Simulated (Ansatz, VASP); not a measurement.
## ZnS in VASP and in Ansatz

```
CELL_PARAMETERS angstrom
0.00000 2.57962 2.57962
2.57962 0.00000 2.57962
2.57962 2.57962 0.00000
ATOMIC_POSITIONS crystal
Zn 0.00000 0.00000 0.00000
S 0.50000 0.50000 0.50000
```

Alike in both runs: task single point; functional LDA; k mesh 14 × 14 × 14; occupations gaussian, width 0.05 eV; no spin polarisation.

|  | VASP | Ansatz |
| --- | --- | --- |
| version | VASP 6.6.1 | Ansatz 0.2.0 |
| potentials or method | VASP PAW LDA potentials, release 64 (Zn, S), cutoff 500 eV | scalar-relativistic, plane waves, PAW |
| valence electrons in the cell | 18 | 18 |

VASP gave:

| Quantity | Value |
| --- | --- |
| gap on the k mesh at the Fermi level (eV) | none |
| pressure (GPa) | -9.3 |

Q: Which values does Ansatz return?

A: gap on the k mesh at the Fermi level (eV): none; pressure (GPa): -9.5.

LDA's correlation is that of Perdew and Zunger in VASP and of Perdew and Wang (1992) in Ansatz. A gap of «none» marks a metal or a gap that the smearing closes.
